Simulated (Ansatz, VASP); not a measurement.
Two plane-wave programs on Ge

Contents of INCAR:

```
SYSTEM = Ge
ALGO     = Normal         ! electronic algorithm
EDIFF    = 1E-6           ! SCF threshold, eV
ENCUT    = 520            ! plane-wave cutoff, eV
GGA      = PS             ! functional
ISIF     = 2              ! what is computed and relaxed
ISMEAR   = 0              ! smearing method
LASPH    = .TRUE.         ! aspherical terms in the spheres
LCHARG   = .TRUE.         ! write CHGCAR
LELF     = .TRUE.         ! ELF
LREAL    = .FALSE.        ! projectors in reciprocal space
LVHAR    = .TRUE.       
LWAVE    = .FALSE.        ! write WAVECAR
NBANDS   = 13             ! bands
NELM     = 80             ! most SCF steps
PREC     = Accurate       ! precision mode
SIGMA    = 0.15           ! smearing width, eV
```

The input KPOINTS:

```
k-points
0
G
  20 20 18
  0 0 0
```

The input POSCAR:

```
Ge
1.0
    1.4320777250     -2.6655289000      0.0000000000
    1.4320777250      2.6655289000      0.0000000000
    0.0000000000      0.0000000000      2.6307752250
Ge
1
Direct
    0.5000000000      0.5000000000      0.0000000000
```

Input for Ansatz:

```yaml
crystal:
  lattice:
    - [1.432077725, -2.6655289, 0.0]
    - [1.432077725, 2.6655289, 0.0]
    - [0.0, 0.0, 2.630775225]
  atoms:
    - { symbol: Ge, position: [0.5, 0.5, 0.0] }
basis:
  ecutwfc: 420
kpoints:
  mp_grid: { grid: [20, 20, 18] }
hamiltonian:
  xc: pbesol
scf:
  occupations: { method: gaussian, width: 0.15 }
output:
  forces: true
  stress: true
  eigenvalues: true
```

Change from the starting cell: strain +0.025 along x and y, -0.025 along z, atoms carried along.

Alike in both runs: task single point; functional PBEsol; k mesh 20 × 20 × 18; occupations gaussian, width 0.15 eV; no spin polarisation.

|  | VASP | Ansatz |
| --- | --- | --- |
| version | VASP 6.6.1 | Ansatz 0.2.0 |
| potentials or method | VASP PAW PBE potentials, release 64 (Ge_d), cutoff 520 eV | scalar-relativistic, plane waves, PAW |
| valence electrons in the cell | 14 | 14 |

```tsv
	VASP	Ansatz	Ansatz less VASP
gap on the k mesh at the Fermi level (eV)	none	none	-
pressure (GPa)	-5.3	-5.1	+0.16
traceless stress, the component that is largest in VASP (GPa)	5.02	5.07	+0.045
```

VASP's potentials were made for PBE, not for PBEsol. A gap of «none» marks a metal or a gap that the smearing closes.
